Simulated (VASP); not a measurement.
SiW6: single point with PBE+D3(BJ)

SiW6, a slab with vacuum:

```
CELL_PARAMETERS angstrom
4.46825 0.00000 0.00000
-2.23413 3.86962 0.00000
0.00000 0.00000 21.72591
ATOMIC_POSITIONS crystal
W 0.66667 0.33333 0.18411
W 0.33333 0.66667 0.22609
W 0.00000 0.00000 0.26807
W 0.66667 0.33333 0.30709
W 0.33333 0.66667 0.34670
W 0.00000 0.00000 0.38322
Si 0.11111 0.44444 0.49829
```

```
Program                : VASP 6.6.1
Task                   : single point
Functional             : PBE
Dispersion             : D3(BJ)
Potentials or basis    : VASP PAW PBE potentials, release 64 (W_sv, Si)
Cutoff                 : 520 eV
k mesh                 : 6 × 6 × 1
Occupations            : gaussian, width 0.1 eV
Spin                   : no spin polarisation
Dipole correction      : yes
Further INCAR settings : ALGO = Normal; EDIFF = 1e-06; NBANDS = 53
```

The largest force is 2.173 eV/Å and the band gap on the k mesh is zero (bands 44 and 45 overlap by 0.32 eV). The dispersion energy per atom is -0.409 eV.

Forces in eV/Å, atoms in the order of the input:
```
W    0.066  0.084  2.108
W   -0.014 -0.068 -0.826
W   -0.047  0.075 -1.740
W   -0.103 -0.279 -0.310
W   -0.049 -0.295  1.196
W    0.014  0.612  1.736
Si   0.133 -0.128 -2.165
```

Levels at points of the mesh, in eV from the Fermi level:
```csv
k point,band 42,band 43,band 44,band 45,band 46,band 47
"(0.00, 0.00, 0.00)",-1.07,-0.86,-0.43,0.73,1.29,1.47
"(0.50, 0.00, 0.00)",-0.62,-0.22,0.04,0.27,0.42,0.67
"(0.00, 0.50, 0.00)",-0.76,-0.34,0.03,0.15,0.26,0.75
"(0.50, 0.50, 0.00)",-0.71,-0.34,0.09,0.21,0.30,0.81
```

It took 41 min on 1 thread of AMD EPYC 7R13 Processor (Zen 3), on a shared host, peak memory 0.64 GiB.

Caveat: spin-orbit coupling is left out, which moves the levels of the heavy elements.
